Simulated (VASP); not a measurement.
The system is Co.

```
CELL_PARAMETERS angstrom
2.38799 0.00000 0.00000
-1.19399 2.06806 0.00000
0.00000 0.00000 2.23127
ATOMIC_POSITIONS crystal
Co 0.00000 0.00000 0.00000
```

This isn't the form of Co at room conditions, which is hcp.

| Property | Result |
| --- | --- |
| Program | VASP 6.6.1 |
| Task | relaxation of cell and atoms |
| Functional | r2SCAN |
| Potentials or basis | VASP PAW PBE potentials, release 64 (Co) |
| Cutoff | 600 eV |
| k mesh | 9 × 9 × 8 |
| Occupations | gaussian, width 0.1 eV |
| Spin | collinear spin, ferromagnetic start |
| Starting moments | [2.18] μB |

At the start: pressure 14.8 GPa; volume 11.02 Å³/atom.

Question: How do energy, volume and symmetry change on relaxing?

Answer: Over 6 steps the energy falls by 36.6 meV/atom and the volume is 11.82 Å³/atom (+7.3 %); space group P6/mmm (No. 191, to 0.1 Å) before and after; moment 1.93 μB per cell.

The path:
| step | energy change (eV) | largest force (eV/Å) | pressure (GPa) | volume (Å³) |
| --- | --- | --- | --- | --- |
| 1 | 0.0000 | 0.0000 | 14.82 | 11.02 |
| 2 | -0.0061 | 0.0000 | -9.97 | 12.72 |
| 3 | -0.0359 | 0.0000 | -0.56 | 11.84 |
| 4 | -0.0359 | 0.0000 | -0.29 | 11.83 |
| 5 | -0.0364 | 0.0000 | 0.15 | 11.82 |
| 6 | -0.0366 | 0.0000 | -0.02 | 11.82 |

Final structure:
```
Co
1.0
     2.43188    0.00000    0.00000
    -1.21594    2.10607    0.00000
     0.00000    0.00000    2.30807
Co
1
Direct
  0.00000 0.00000 0.00000
```

Caveat: the PAW data sets were made with another functional, which shifts forces and pressure a little.
